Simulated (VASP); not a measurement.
Here is a VASP 6.6.1 calculation.

Contents of INCAR:

```
SYSTEM = W2N3
PREC = Accurate ; ENCUT = 520
EDIFF = 1E-6 ; ISMEAR = 0
SIGMA = 0.15 ; LREAL = .False.
LASPH = .True. ; NELM = 100
ALGO = Normal ; ISIF = 2
LWAVE = .False. ; LCHARG = .False.
GGA = PE ; IVDW = 12
NBANDS = 54
```

Contents of KPOINTS:

```
regular mesh
0
Gamma
  18 18 4
  0 0 0
```

File POSCAR:

```
W2N3
1.0
    2.8946962408      0.0000000000      0.0000000000
   -1.4473481204      2.5068804808      0.0000000000
    0.0000000000      0.0000000000     14.0802007088
W N
4 6
Direct
    0.6666666667      0.3333333333      0.1546446963
    0.3333333333      0.6666666667      0.8453553037
    0.3333333333      0.6666666667      0.6546446963
    0.6666666667      0.3333333333      0.3453553037
    0.6666666667      0.3333333333      0.9182231591
    0.3333333333      0.6666666667      0.0817768409
    0.3333333333      0.6666666667      0.4182231591
    0.6666666667      0.3333333333      0.5817768409
    0.6666666667      0.3333333333      0.7500000000
    0.3333333333      0.6666666667      0.2500000000
```

Potentials or basis: VASP PAW PBE potentials, release 64 (W_sv, N).

The run is started by

```bash
$ cat potpaw_PBE.64/W_sv/POTCAR potpaw_PBE.64/N/POTCAR > POTCAR
$ mpirun -np 1 vasp_std > vasp.out
```

(1) Estimate the pressure.

(2) Predict the dispersion energy per atom.

(3) What does it give for the largest force?

(4) Predict the band gap on the k mesh.

Results:

(1) 32.0 GPa.

(2) -0.371 eV.

(3) 2.918 eV/Å.

(4) zero (bands 43 and 44 overlap by 1.81 eV).

Caveat: the cell differs from its parent crystal (strain +0.000 along x and y, -0.080 along z); the stress differs along the axes, from 18 to 59 GPa; spin-orbit coupling is left out, which moves the levels of the heavy elements; forces of over 1 eV/Å act on the atoms, so gaps and moduli don't describe the material at rest.
